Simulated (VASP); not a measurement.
# CaO (P6_3/mmc) in VASP: further runs

CaO is run at these levels: PBE; tasks: single point.

Everything below comes from runs of VASP 6.6.1. Logs are shortened: lines on timing, memory, paths and dates and some standing lists are left out, and cuts for length are marked.

### Step 1. The cell of the first run

Symmetry: P6_3/mmc, No. 194, hexagonal system. Conventional cell: a = 3.961 Å, b = 3.961 Å, c = 4.782 Å, α = 90.00°, β = 90.00°, γ = 120.00°. Within 3.0 Å of Ca (site symmetry -6m2) lie 5 O at 2.29 to 2.39 Å. O (site symmetry -6m2) has 5 Ca at 2.29 to 2.39 Å within 3.0 Å.

### Step 2. Single point, PBE (epitaxial xy strain -0.5%)

INCAR

```
PREC = Accurate ; ENCUT = 520
EDIFF = 1E-6 ; ISMEAR = -1
SIGMA = 0.02 ; LREAL = F
LASPH = T ; NELM = 80
ALGO = Normal ; ISIF = 2
LWAVE = F ; LCHARG = T
GGA = PE ; LELF = T
LVHAR = T ; NBANDS = 24
```

KPOINTS

```
regular mesh
0
Gamma
  12 12 6
```

POSCAR

```
CaO
1.0
    3.9609338102      0.0000000000      0.0000000000
   -1.9804669051      3.4302693023      0.0000000000
    0.0000000000      0.0000000000      4.7823701792
Ca O
2 2
Direct
    0.3333333333      0.6666666667     -0.0625000000
    0.6666666667      0.3333333333      0.4375000000
    0.3333333333      0.6666666667      0.4375000000
    0.6666666667      0.3333333333      0.9375000000
```

Potentials or basis: VASP PAW PBE potentials, release 64 (Ca_sv, O).

Run with:

```console
$ cat potpaw_PBE.64/Ca_sv/POTCAR potpaw_PBE.64/O/POTCAR > POTCAR
$ mpirun -np 1 vasp_std > vasp.out
```

OUTCAR:

```text
PREC = Accurate
   ENCUT = 520
   EDIFF = 1E-6
   ISMEAR = -1
   LREAL = F
   LASPH = T
   NELM = 80
   ISIF = 2
   GGA = PE

 ion  position               nearest neighbor table
   1  0.333  0.667  0.938-   4 2.29   4 2.29   4 2.29   3 2.39   3 2.39
   2  0.667  0.333  0.438-   3 2.29   3 2.29   3 2.29   4 2.39   4 2.39
   3  0.333  0.667  0.438-   2 2.29   2 2.29   2 2.29   1 2.39   1 2.39
   4  0.667  0.333  0.938-   1 2.29   1 2.29   1 2.29   2 2.39   2 2.39

  LATTYP: Found a hexagonal cell.
 ALAT       =     3.9609338102
 C/A-ratio  =     1.2073845230

  Lattice vectors:

 A1 = (   3.9609338102,   0.0000000000,   0.0000000000)
 A2 = (  -1.9804669051,   3.4302693023,   0.0000000000)
 A3 = (   0.0000000000,   0.0000000000,   4.7823701792)

Analysis of symmetry for initial positions (statically):
=====================================================================
 Subroutine PRICEL returns:
 Original cell was already a primitive cell.

 Routine SETGRP: Setting up the symmetry group for a
 hexagonal supercell.

 Subroutine GETGRP returns: Found 24 space group operations
 (whereof  6 operations were pure point group operations)
 out of a pool of 24 trial point group operations.

The static configuration has the point symmetry C_3v.
 The point group associated with its full space group is D_6h.

Analysis of symmetry for dynamics (positions and initial velocities):
=====================================================================
 Subroutine PRICEL returns:
 Original cell was already a primitive cell.

 Routine SETGRP: Setting up the symmetry group for a
 hexagonal supercell.

 Subroutine GETGRP returns: Found 24 space group operations
 (whereof  6 operations were pure point group operations)
 out of a pool of 24 trial point group operations.

The dynamic configuration has the point symmetry C_3v.
 The point group associated with its full space group is D_6h.

 Subroutine INISYM returns: Found 24 space group operations
 (whereof  6 operations are pure point group operations),
 and found     1 'primitive' translations

----------------------------------------------------------------------------------------

                                     Primitive cell

  volume of cell :      64.9784

  direct lattice vectors                    reciprocal lattice vectors
     3.960933810  0.000000000  0.000000000     0.252465718  0.145761150  0.000000000
    -1.980466905  3.430269302  0.000000000     0.000000000  0.291522301  0.000000000
     0.000000000  0.000000000  4.782370179     0.000000000  0.000000000  0.209101337

  length of vectors
     3.960933810  3.960933810  4.782370179     0.291522301  0.291522301  0.209101337

  position of ions in fractional coordinates (direct lattice)
     0.333333333  0.666666667  0.937500000
     0.666666667  0.333333333  0.437500000
     0.333333333  0.666666667  0.437500000
     0.666666667  0.333333333  0.937500000

  ion indices of the primitive-cell ions
   primitive index   ion index
                 1           1
                 2           2
                 3           3
                 4           4

----------------------------------------------------------------------------------------

 KPOINTS: regular mesh

Automatic generation of k-mesh.
 Grid dimensions read from file:
 generate k-points for:   12   12    6

 Generating k-lattice:

  Cartesian coordinates                     Fractional coordinates (reciprocal lattice)
     0.021038810  0.012146763  0.000000000     0.083333333 -0.000000000  0.000000000
     0.000000000  0.024293525  0.000000000     0.000000000  0.083333333  0.000000000
     0.000000000  0.000000000  0.034850223     0.000000000  0.000000000  0.166666667

  Length of vectors
     0.024293525  0.024293525  0.034850223

  Shift w.r.t. Gamma in fractional coordinates (k-lattice)
     0.000000000  0.000000000  0.000000000

 Subroutine IBZKPT returns following result:
 ===========================================

 Found     76 irreducible k-points:

 Following reciprocal coordinates:
            Coordinates               Weight
  0.000000  0.000000  0.000000      1.000000
  0.083333 -0.000000  0.000000      6.000000
  0.166667  0.000000  0.000000      6.000000
  0.250000 -0.000000  0.000000      6.000000
  0.333333 -0.000000  0.000000      6.000000
  0.416667 -0.000000  0.000000      6.000000
[... 16 lines left out ...]
  0.250000 -0.000000  0.166667     12.000000
  0.333333 -0.000000  0.166667     12.000000
 [... further k-points ...]
   k-points           NKPTS =     76   k-points in BZ     NKDIM =     76   number of bands    NBANDS=     24
   number of dos      NEDOS =    301   number of ions     NIONS =      4
   total plane-waves  NPLWV =  32400
   dimension x,y,z NGX =    30 NGY =   30 NGZ =   36
   dimension x,y,z NGXF=    60 NGYF=   60 NGZF=   72
   ions per type =               2   2
   NGX,Y,Z   is equivalent  to a cutoff of  12.59, 12.59, 12.51 a.u.
   NGXF,Y,Z  is equivalent  to a cutoff of  25.18, 25.18, 25.03 a.u.
 SYSTEM =  unknown system
   PREC   = accura    normal or accurate (medium, high low for compatibility)
   ISTART =      0    job   : 0-new  1-cont  2-samecut
   ICHARG =      2    charge: 1-file 2-atom 10-const
   ISPIN  =      1    spin polarized calculation?
   LNONCOLLINEAR =      F non collinear calculations
   LSORBIT =      F    spin-orbit coupling
   LASPH  =      T    aspherical Exc in radial PAW
   ENCUT  =  520.0 eV  38.22 Ry    6.18 a.u.   7.36  7.36  8.89*2*pi/ulx,y,z
   NELM   =     80;   NELMIN=  2; NELMDL= -5     # of ELM steps
   EDIFF  = 0.1E-05   stopping-criterion for ELM
   LREAL  =      F    real-space projection
[... 7 lines left out ...]
   TEBEG  =    0.0;   TEEND  =   0.0 temperature during run
   PSTRESS=    0.0 pullay stress
   NELECT =      32.0000    total number of electrons
   NUPDOWN=      -1.0000    fix difference up-down
   EMIN   =  10.00;   EMAX   =-10.00  energy-range for DOS
   EFERMI =   0.00;   METHOD = LEGACY
   ISMEAR =    -1;   SIGMA  =   0.02  broadening in eV -4-tet -1-fermi 0-gaus
   EFERMI_NEDOS =   21; number of points for ismear=-14 and -15
   IALGO  =     38    algorithm
   IMIX   =      4    mixing-type and parameters
     AMIX     =   0.40;   BMIX     =  1.00
     AMIX_MAG =   1.60;   BMIX_MAG =  1.00
  volume/ion in A,a.u.               =      16.24       109.62
  Fermi-wavevector in a.u.,A,eV,Ry     =   1.292811  2.443059 22.740250  1.671361
  Thomas-Fermi vector in A             =   2.424496
   LORBIT       =      0    0 simple, 1 ext, 2 COOP (PROOUT), +10 PAW based schemes
   GGA     = PE    functional components
   LHFCALC =     F    Hartree Fock is set to
   AEXX    =    0.0000 exact exchange contribution
   IVDW    =     0    specifies the selected vdW correction
   LEPSILON=     F    determine dielectric tensor
   LRPA    =     F    only Hartree local field effects (RPA)
 non-spin polarized calculation
  energy-cutoff  :      520.00
  volume of cell :       64.98
 maximum number of plane-waves:      1782
 NGX is ok and might be reduce to    30
   NGX = 15   NGY = 15   NGZ = 17

 number of electron      32.0000008 magnetization

 Free energy of the ion-electron system (eV)
  ---------------------------------------------------
  ext. energy  EPLUGINS =         0.00000000
  ---------------------------------------------------
  free energy    TOTEN  =       -25.32963772 eV

  energy without entropy =      -25.32963772  energy(sigma->0) =      -25.32963772

 E-fermi :   1.8543     XC(G=0):  -9.4690

 val. band max:        1.4126564320   @ k =   0.0000   0.0000   0.0000
 cond. band min:       4.6523955559   @ k =   0.0000   0.0000   0.0000
 fundamental gap:      3.2397391239
 Fermi energy:         1.8542743198

 k-point     1 :       0.0000    0.0000    0.0000
  band No.  band energies     occupation
      1     -36.1633      2.00000
      2     -36.0255      2.00000
      3     -17.5233      2.00000
      4     -17.2614      2.00000
      5     -17.2614      2.00000
      6     -17.0596      2.00000
[... 16 lines left out ...]
     23       9.9428      0.00000
     24      10.1204      0.00000

 k-point     2 :       0.0833   -0.0000    0.0000
  band No.  band energies     occupation
      1     -36.1603      2.00000
      2     -36.0266      2.00000
      3     -17.5134      2.00000
      4     -17.2956      2.00000
      5     -17.2680      2.00000
      6     -17.1018      2.00000
[... 16 lines left out ...]
     23       9.9056      0.00000
     24      10.0667      0.00000

 k-point     3 :       0.1667    0.0000    0.0000
  band No.  band energies     occupation
      1     -36.1516      2.00000
      2     -36.0300      2.00000
      3     -17.4847      2.00000
      4     -17.3858      2.00000
      5     -17.2853      2.00000
      6     -17.2097      2.00000
[... 16 lines left out ...]
     23       9.6077      0.00000
     24       9.9205      0.00000

 k-point     4 :       0.2500   -0.0000    0.0000
  band No.  band energies     occupation
      1     -36.1386      2.00000
      2     -36.0358      2.00000
      3     -17.5021      2.00000
      4     -17.4404      2.00000
      5     -17.3433      2.00000
      6     -17.3079      2.00000
[... 16 lines left out ...]
     23       9.7058      0.00000
     24       9.8956      0.00000

 k-point     5 :       0.3333   -0.0000    0.0000
  band No.  band energies     occupation
      1     -36.1233      2.00000
      2     -36.0438      2.00000
      3     -17.6119      2.00000
      4     -17.4640      2.00000
      5     -17.3866      2.00000
      6     -17.3294      2.00000
[... 16 lines left out ...]
     23       9.7030      0.00000
     24       9.8865      0.00000

 k-point     6 :       0.4167   -0.0000    0.0000
  band No.  band energies     occupation
      1     -36.1093      2.00000
      2     -36.0525      2.00000
      3     -17.6888      2.00000
      4     -17.5456      2.00000
      5     -17.3445      2.00000
      6     -17.3346      2.00000
[... 16 lines left out ...]
     23       9.8890      0.00000
     24      10.0862      0.00000
[... 379 lines left out ...]
 k-point    21 :       0.0833   -0.0000    0.1667
  band No.  band energies     occupation
      1     -36.1512      2.00000
      2     -36.0354      2.00000
      3     -17.5439      2.00000
      4     -17.2632      2.00000
      5     -17.2538      2.00000
      6     -17.1616      2.00000
[... 16 lines left out ...]
     23       9.9463      0.00000
     24       9.9756      0.00000

 k-point    22 :       0.1667    0.0000    0.1667
  band No.  band energies     occupation
      1     -36.1433      2.00000
      2     -36.0379      2.00000
      3     -17.5786      2.00000
      4     -17.3111      2.00000
      5     -17.2777      2.00000
      6     -17.2700      2.00000
[... 16 lines left out ...]
     23       9.8644      0.00000
     24       9.9462      0.00000

 k-point    23 :       0.2500   -0.0000    0.1667
  band No.  band energies     occupation
      1     -36.1315      2.00000
      2     -36.0424      2.00000
      3     -17.6482      2.00000
      4     -17.4524      2.00000
      5     -17.2911      2.00000
      6     -17.2855      2.00000
[... 16 lines left out ...]
     23       9.9311      0.00000
     24      10.0602      0.00000

 k-point    24 :       0.3333   -0.0000    0.1667
  band No.  band energies     occupation
      1     -36.1178      2.00000
      2     -36.0488      2.00000
      3     -17.7304      2.00000
      4     -17.5789      2.00000
      5     -17.3113      2.00000
      6     -17.2618      2.00000
[... 16 lines left out ...]
     23       9.9288      0.00000
     24      10.1556      0.00000

 [... further k-points ...]

------------------------ aborting loop because EDIFF is reached ----------------------------------------

  FORCE on cell =-STRESS in cart. coord.  units (eV):
  Direction    XX          YY          ZZ          XY          YZ          ZX
  --------------------------------------------------------------------------------------
  -------------------------------------------------------------------------------------
  Total        1.2703444      1.2703444      1.0644592      0.0000000      0.0000000      0.0000000
  in kB       31.3229792     31.3229792     26.2464522      0.0000000      0.0000000      0.0000000
  external PRESSURE =      29.6308035 kB  Pullay stress =       0.0000000 kB

 VOLUME and BASIS-vectors are now :
 -----------------------------------------------------------------------------
  energy-cutoff  :      520.00
  volume of cell :       64.98
      direct lattice vectors                 reciprocal lattice vectors
     3.960933810  0.000000000  0.000000000     0.252465718  0.145761150  0.000000000
    -1.980466905  3.430269302  0.000000000     0.000000000  0.291522301  0.000000000
     0.000000000  0.000000000  4.782370179     0.000000000  0.000000000  0.209101337

 POSITION                                       TOTAL-FORCE (eV/Angst)
 -----------------------------------------------------------------------------------
     -0.00000      2.28685      4.48347        -0.000000     -0.000000      0.000000
      1.98047      1.14342      2.09229         0.000000     -0.000000      0.000000
     -0.00000      2.28685      2.09229         0.000000      0.000000      0.000000
      1.98047      1.14342      4.48347        -0.000000      0.000000      0.000000
 -----------------------------------------------------------------------------------
    total drift:                               -0.000000      0.000000      0.000000

  FREE ENERGIE OF THE ION-ELECTRON SYSTEM (eV)
  ---------------------------------------------------
  free  energy   TOTEN  =       -25.3296377170 eV

  energy  without entropy=      -25.3296377170  energy(sigma->0) =      -25.32963772
```

Wall time 2.8 min (1 thread of Oxide Virtual Turin-like, shared host); peak memory 0.21 GiB.

Results:

```
Free energy            : -25.3296 eV
Pressure               : 3.0 GPa
Band gap on the k mesh : 3.24 eV
```

Caveat: the cell differs from its parent crystal (epitaxial xy strain -0.5%); the structure was generated, so it needn't be the stable form of CaO.

### Step 3. Single point, PBE

This run uses another cell than the first one, of 16.37 Å³/atom.

INCAR

```
SYSTEM = CaO
ALGO = Normal ; EDIFF = 1E-6
ENCUT = 520 ; GGA = PE
ISIF = 2 ; ISMEAR = -1
LASPH = .True. ; LCHARG = .False.
LREAL = .False. ; LWAVE = .False.
NBANDS = 24 ; NELM = 100
PREC = Accurate ; SIGMA = 0.02
```

KPOINTS

```
k-points
0
Gamma
  12 12 6
  0 0 0
```

POSCAR

```
CaO
1.0
    3.9808380002      0.0000000000      0.0000000000
   -1.9904190001      3.4475068365      0.0000000000
    0.0000000000      0.0000000000      4.7704440691
Ca O
2 2
Direct
    0.3333333333      0.6666666667     -0.0625000000
    0.6666666667      0.3333333333      0.4375000000
    0.3333333333      0.6666666667      0.4375000000
    0.6666666667      0.3333333333      0.9375000000
```

Potentials or basis: VASP PAW PBE potentials, release 64 (Ca_sv, O).

Run with:

```console
$ cat potpaw_PBE.64/Ca_sv/POTCAR potpaw_PBE.64/O/POTCAR > POTCAR
$ mpirun -np 1 vasp_std > vasp.out
```

It took 2.6 min on 1 thread of Oxide Virtual Turin-like, shared host; peak memory 0.2 GiB.

Results (log left out):

```
Free energy            : -25.3382 eV
Pressure               : 2.3 GPa
Band gap on the k mesh : 3.19 eV
```

Stress tensor (GPa, compression positive):
```
2.12 0.00 0.00
0.00 2.12 0.00
0.00 0.00 2.62
```

Levels at points of the mesh, in eV from the valence-band top:
```tsv
k point	band 13	band 14	band 15	band 16	band 17	band 18	band 19	band 20
(0.00, 0.00, 0.00)	-1.17	-1.17	-1.09	0.00	3.19	6.15	6.15	7.74
(0.50, 0.00, 0.00)	-0.86	-0.84	-0.60	-0.39	4.69	5.26	5.27	7.66
(0.00, 0.00, 0.50)	-1.31	-1.31	-1.31	-1.31	5.00	5.00	7.80	7.80
(0.50, 0.00, 0.50)	-1.07	-1.07	-0.77	-0.77	5.37	5.37	7.35	7.35
```

Caveat: the structure was generated, so it needn't be the stable form of CaO. A k mesh can miss the band edges.
